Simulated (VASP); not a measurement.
# CoC2 (Fd-3m) in VASP: further runs

The runs below take CoC2 through relaxation of cell and atoms, single point, with PBE.

All numbers are computed with VASP 6.6.1; they aren't measurements. Logs are shortened: lines on timing, memory, paths and dates and some standing lists are left out, and cuts for length are marked.

### Step 1. The cell of the first run

Symmetry: Fd-3m, No. 227, cubic system. The conventional cell has a = 5.742 Å, b = 5.742 Å, c = 5.742 Å, α = 90.00°, β = 90.00°, γ = 90.00°. Within 3.1 Å of Co (site symmetry -43m) lie 12 C at 2.38 Å and 4 Co at 2.49 Å. Within 2.7 Å of C (site symmetry -3m) lie 6 C at 2.03 Å and 6 Co at 2.38 Å.

### Step 2. Relaxation of cell and atoms, PBE, collinear spin, ferromagnetic start

Contents of INCAR:

```
  ALGO = Normal
  EDIFF = 1E-7
  EDIFFG = -0.01
  ENCUT = 600
  GGA = PE
  IBRION = 2
  ISIF = 3
  ISMEAR = 0
  ISPIN = 2
  LASPH = T
  LCHARG = F
  LMAXMIX = 4
  LORBIT = 11
  LREAL = F
  LWAVE = F
  MAGMOM = 1.24 1.24 0 0 0 0
  NELM = 150
  NSW = 100
  PREC = Accurate
  SIGMA = 0.1
```

Contents of KPOINTS:

```
k-points
0
Gamma
  12 12 12
```

Contents of POSCAR:

```
CoC2
1.0
    0.0000000000      2.8709812580      2.8709812580
    2.8709812580      0.0000000000      2.8709812580
    2.8709812580      2.8709812580      0.0000000000
Co C
2 4
Direct
    0.5000000000      0.5000000000      0.5000000000
    0.7500000000      0.7500000000      0.7500000000
    0.1250000000      0.1250000000      0.1250000000
    0.6250000000      0.1250000000      0.1250000000
    0.1250000000      0.1250000000      0.6250000000
    0.1250000000      0.6250000000      0.1250000000
```

Potentials or basis: VASP PAW PBE potentials, release 64 (Co, C).

Launch:

```console
cat potpaw_PBE.64/Co/POTCAR potpaw_PBE.64/C/POTCAR > POTCAR
mpirun -np 1 vasp_std > vasp.out
```

OUTCAR:

```text
EDIFF = 1E-7
   EDIFFG = -0.01
   ENCUT = 600
   GGA = PE
   IBRION = 2
   ISIF = 3
   ISMEAR = 0
   ISPIN = 2
   LASPH = T
   LORBIT = 11
   LREAL = F
   NELM = 150
   NSW = 100
   PREC = Accurate

 ion  position               nearest neighbor table
   1  0.500  0.500  0.500-   3 2.38   5 2.38   6 2.38   3 2.38   4 2.38   5 2.38   4 2.38   6 2.38
                             4 2.38   5 2.38   6 2.38   3 2.38   2 2.49   2 2.49   2 2.49   2 2.49
   2  0.750  0.750  0.750-   4 2.38   5 2.38   6 2.38   4 2.38   6 2.38   3 2.38   4 2.38   5 2.38
                             3 2.38   5 2.38   6 2.38   3 2.38   1 2.49   1 2.49   1 2.49   1 2.49
   3  0.125  0.125  0.125-   4 2.03   5 2.03   6 2.03   5 2.03   6 2.03   4 2.03   1 2.38   2 2.38
                             1 2.38   2 2.38   1 2.38   2 2.38
   4  0.625  0.125  0.125-   3 2.03   5 2.03   6 2.03   3 2.03   5 2.03   6 2.03   2 2.38   1 2.38
                             1 2.38   2 2.38   2 2.38   1 2.38
   5  0.125  0.125  0.625-   3 2.03   3 2.03   4 2.03   6 2.03   6 2.03   4 2.03   1 2.38   2 2.38
                             1 2.38   2 2.38   1 2.38   2 2.38
   6  0.125  0.625  0.125-   3 2.03   5 2.03   3 2.03   4 2.03   5 2.03   4 2.03   2 2.38   1 2.38
                             2 2.38   2 2.38   1 2.38   1 2.38

  LATTYP: Found a face centered cubic cell.
 ALAT       =     5.7419625160

  Lattice vectors:

 A1 = (   0.0000000000,   2.8709812580,   2.8709812580)
 A2 = (   2.8709812580,   0.0000000000,   2.8709812580)
 A3 = (   2.8709812580,   2.8709812580,   0.0000000000)

Analysis of symmetry for initial positions (statically):
=====================================================================
 Subroutine PRICEL returns:
 Original cell was already a primitive cell.

 Routine SETGRP: Setting up the symmetry group for a
 face centered cubic supercell.

 Subroutine GETGRP returns: Found 48 space group operations
 (whereof 24 operations were pure point group operations)
 out of a pool of 48 trial point group operations.

The static configuration has the point symmetry T_d .
 The point group associated with its full space group is O_h .

Analysis of symmetry for dynamics (positions and initial velocities):
=====================================================================
 Subroutine PRICEL returns:
 Original cell was already a primitive cell.

 Routine SETGRP: Setting up the symmetry group for a
 face centered cubic supercell.

 Subroutine GETGRP returns: Found 48 space group operations
 (whereof 24 operations were pure point group operations)
 out of a pool of 48 trial point group operations.

The dynamic configuration has the point symmetry T_d .
 The point group associated with its full space group is O_h .

Analysis of structural, dynamic, and magnetic symmetry:
=====================================================================
[... 144 lines left out ...]
   GGA     = PE    functional components
   LHFCALC =     F    Hartree Fock is set to
   AEXX    =    0.0000 exact exchange contribution
   IVDW    =     0    specifies the selected vdW correction
   LEPSILON=     F    determine dielectric tensor
   LRPA    =     F    only Hartree local field effects (RPA)
 conjugate gradient relaxation of ions
 spin polarized calculation
 Gauss-broadening in eV      SIGMA  =   0.10
  energy-cutoff  :      600.00
  volume of cell :       47.33
 maximum number of plane-waves:      1604
   NGX = 17   NGY = 17   NGZ = 17

--------------------------------------- Ionic step        1  -------------------------------------------

 number of electron      34.0000012 magnetization       1.8994073

 Free energy of the ion-electron system (eV)
  ---------------------------------------------------
  ext. energy  EPLUGINS =         0.00000000
  ---------------------------------------------------
  free energy    TOTEN  =       -34.82468221 eV

  energy without entropy =      -34.80121621  energy(sigma->0) =      -34.81294921

------------------------ aborting loop because EDIFF is reached ----------------------------------------

  FORCE on cell =-STRESS in cart. coord.  units (eV):
  Direction    XX          YY          ZZ          XY          YZ          ZX
  --------------------------------------------------------------------------------------
  -------------------------------------------------------------------------------------
  Total       -0.2846876     -0.2846876     -0.2846876      0.0000000      0.0000000      0.0000000
  in kB       -9.6373607     -9.6373607     -9.6373607      0.0000000      0.0000000      0.0000000
  external PRESSURE =      -9.6373607 kB  Pullay stress =       0.0000000 kB
[... 67 lines left out ...]
--------------------------------------- Ionic step        3  -------------------------------------------

 number of electron      34.0000012 magnetization       1.8752671

 Free energy of the ion-electron system (eV)
  ---------------------------------------------------
  ext. energy  EPLUGINS =         0.00000000
  ---------------------------------------------------
  free energy    TOTEN  =       -34.82539521 eV

  energy without entropy =      -34.80208069  energy(sigma->0) =      -34.81373795

 E-fermi :  10.1505     XC(G=0): -13.3569

 val. band max:       10.1481647395   @ k =  -0.4167   0.3333   0.0000
 cond. band min:      10.1627778758   @ k =   0.3333   0.0833   0.0000
 fundamental gap:      0.0146131363
 Fermi energy:        10.1504964310

 spin component 1

 k-point     1 :       0.0000    0.0000    0.0000
  band No.  band energies     occupation
      1      -7.7707      1.00000
      2       0.7019      1.00000
      3       2.4903      1.00000
      4       2.4903      1.00000
      5       2.4903      1.00000
      6       3.1289      1.00000
[... 589 lines left out ...]
     21      12.4170      0.00000
     22      12.7647      0.00000

 [... further k-points ...]

 spin component 2

 k-point     1 :       0.0000    0.0000    0.0000
  band No.  band energies     occupation
      1      -7.7689      1.00000
      2       0.7434      1.00000
      3       2.5473      1.00000
      4       2.5473      1.00000
      5       2.5473      1.00000
      6       3.2280      1.00000
[... 624 lines left out ...]
  FREE ENERGIE OF THE ION-ELECTRON SYSTEM (eV)
  ---------------------------------------------------
  free  energy   TOTEN  =       -34.8253952075 eV

  energy  without entropy=      -34.8020806891  energy(sigma->0) =      -34.81373795

 reached required accuracy - stopping structural energy minimisation

 total charge

# of ion       s       p       d       tot
------------------------------------------
    1        0.331   0.425   7.437   8.193
    2        0.331   0.425   7.437   8.193
    3        0.998   1.145   0.000   2.143
    4        0.998   1.145   0.000   2.143
    5        0.998   1.145   0.000   2.143
    6        0.998   1.145   0.000   2.143
--------------------------------------------------
tot          4.653   5.431  14.874  24.958

 magnetization (x)

# of ion       s       p       d       tot
------------------------------------------
    1       -0.001   0.001   0.958   0.958
    2       -0.001   0.001   0.958   0.958
    3        0.005  -0.008   0.000  -0.003
    4        0.005  -0.008   0.000  -0.003
    5        0.005  -0.008   0.000  -0.003
    6        0.005  -0.008   0.000  -0.003
--------------------------------------------------
tot          0.020  -0.030   1.915   1.905
```

CONTCAR:

```text
CoC2
   1.00000000000000
    -0.0000000000000000    2.8661160607597438    2.8661160607597438
     2.8661160607597438   -0.0000000000000000    2.8661160607597438
     2.8661160607597438    2.8661160607597438    0.0000000000000000
  Co              C
     2     4
Direct
     0.5000000000000000    0.5000000000000000    0.5000000000000000
     0.7500000000000000    0.7500000000000000    0.7500000000000000
     0.1250000000000000    0.1250000000000000    0.1250000000000000
     0.6250000000000000    0.1250000000000000    0.1250000000000000
     0.1250000000000000    0.1250000000000000    0.6250000000000000
     0.1250000000000000    0.6250000000000000    0.1250000000000000

  0.00000000E+00  0.00000000E+00  0.00000000E+00
  0.00000000E+00  0.00000000E+00  0.00000000E+00
  0.00000000E+00  0.00000000E+00  0.00000000E+00
  0.00000000E+00  0.00000000E+00  0.00000000E+00
  0.00000000E+00  0.00000000E+00  0.00000000E+00
  0.00000000E+00  0.00000000E+00  0.00000000E+00
```

Wall time 5.7 min (1 thread of Intel Xeon Platinum 8259CL at 2.50GHz (Skylake/Cascade Lake), shared host); peak memory 0.3 GiB.

Results:

| Item | Value |
| --- | --- |
| Free energy | -34.8254 eV |
| Relaxed volume | 7.85 Å³/atom |
| Relaxed cell | a = 4.053 Å, b = 4.053 Å, c = 4.053 Å, α = 60.00°, β = 60.00°, γ = 60.00° |
| Space group after relaxing (to 0.05 Å) | Fd-3m (No. 227) |
| Energy gained by relaxing | 0.1 meV/atom |
| Ionic steps | 3 |
| Pressure after relaxing | 0.0 GPa |
| Net moment | 1.88 μB per cell |
| Site moments | Co +0.96; C -0.00 μB |
| Valence electrons inside the program's atomic spheres | Co 8.19; C 2.14 |

The path:
```tsv
step	energy change (eV)	largest force (eV/Å)	pressure (GPa)	volume (Å³)
1	0.0000	0.0000	-0.96	47.33
2	-0.0006	0.0000	0.33	47.00
3	-0.0007	0.0000	0.00	47.09
```

Final structure:
```cif
data_structure
_symmetry_space_group_name_H-M 'P 1'
_symmetry_Int_Tables_number 1
_cell_length_a 4.0533
_cell_length_b 4.0533
_cell_length_c 4.0533
_cell_angle_alpha 60.000
_cell_angle_beta 60.000
_cell_angle_gamma 60.000
_cell_volume 47.09
loop_
_atom_site_label
_atom_site_type_symbol
_atom_site_fract_x
_atom_site_fract_y
_atom_site_fract_z
_atom_site_occupancy
Co1 Co 0.50000 0.50000 0.50000 1
Co2 Co 0.75000 0.75000 0.75000 1
C1 C 0.12500 0.12500 0.12500 1
C2 C 0.62500 0.12500 0.12500 1
C3 C 0.12500 0.12500 0.62500 1
C4 C 0.12500 0.62500 0.12500 1
```

Levels at points of the mesh, in eV from the Fermi level:
Spin up:
```csv
k point,band 15,band 16,band 17,band 18,band 19,band 20,band 21,band 22
"(0.00, 0.00, 0.00)",-0.95,-0.07,-0.07,-0.07,0.86,1.33,1.33,5.53
"(0.50, 0.00, 0.00)",-1.22,-0.78,-0.78,0.69,1.29,1.29,1.38,1.41
"(0.50, 0.50, 0.00)",-1.06,-1.06,1.02,1.02,1.21,1.21,2.04,2.04
```
Spin down:
```
           k point  band 12  band 13  band 14  band 15  band 16  band 17  band 18  band 19  band 20  band 21
(0.00, 0.00, 0.00)    -0.84    -0.84    -0.25    -0.25     1.00     1.03     1.03     1.03     1.79     1.79
(0.50, 0.00, 0.00)    -0.85    -0.65    -0.65    -0.17    -0.09    -0.09     0.75     1.41     1.64     1.64
(0.50, 0.50, 0.00)    -1.79    -1.44    -1.44    -0.07    -0.07     1.20     1.20     1.53     1.53     2.33
```

(Continued in part 2 of 3.)
